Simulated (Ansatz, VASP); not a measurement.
**One calculation of MnS, two programs**

The input INCAR:

```
SYSTEM = MnS
ALGO = Normal ; EDIFF = 1E-6
EDIFFG = -0.02 ; ENCUT = 600
GGA = PS ; IBRION = 2
ISIF = 3 ; ISMEAR = -1
ISPIN = 2 ; LASPH = .TRUE.
LCHARG = .FALSE. ; LMAXMIX = 4
LORBIT = 11 ; LREAL = .FALSE.
LWAVE = .FALSE. ; MAGMOM = 4 0
NELM = 150 ; NSW = 80
PREC = Accurate ; SIGMA = 0.05
```

File KPOINTS:

```
k-points
0
G
  9 9 9
  0 0 0
```

Contents of POSCAR:

```
MnS
1.0
    0.0000000000      2.4734634191      2.4734634191
    2.4734634191      0.0000000000      2.4734634191
    2.4734634191      2.4734634191      0.0000000000
Mn S
1 1
Direct
    0.0000000000      0.0000000000      0.0000000000
    0.7500000000      0.7500000000      0.7500000000
```

File input.yaml:

```yaml
crystal:
  lattice:
    - [0.0, 2.4734634191, 2.4734634191]
    - [2.4734634191, 0.0, 2.4734634191]
    - [2.4734634191, 2.4734634191, 0.0]
  atoms:
    - { symbol: Mn, position: [0.0, 0.0, 0.0], spin: 4.0 }
    - { symbol: S, position: [0.75, 0.75, 0.75] }
kpoints:
  mp_grid: { grid: [9, 9, 9] }
scf:
  occupations: { method: fermi_dirac, width: 0.05 }
hamiltonian:
  xc: pbesol
  pseudopotentials: { kind: all_electron, lapw: { basis_error: 0.001 } }
magnetization:
  spin_polarized: true
output:
  forces: true
  stress: true
relax:
  f_tol: 0.02
  max_steps: 60
  cell: {}
```

Alike in both runs: task relaxation of cell and atoms; functional PBEsol; k mesh 9 × 9 × 9; occupations fermi-dirac, width 0.05 eV; collinear spin.

|  | VASP | Ansatz |
| --- | --- | --- |
| version | VASP 6.6.1 | Ansatz 0.2.0 |
| potentials or method | VASP PAW PBE potentials, release 64 (Mn_pv, S), cutoff 600 eV | all-electron LAPW, scalar-relativistic |

```csv
,VASP,Ansatz,Ansatz less VASP
net moment per atom (μB),0.10,0.11,+0.005
relaxed volume (Å³/atom),14.84,14.82,-0.024
relaxed cell length with the largest relative difference (Å),3.475,3.473,-0.0019
```

VASP's potentials were made for PBE, not for PBEsol. Ansatz ran all-electron here, and VASP with PAW potentials.
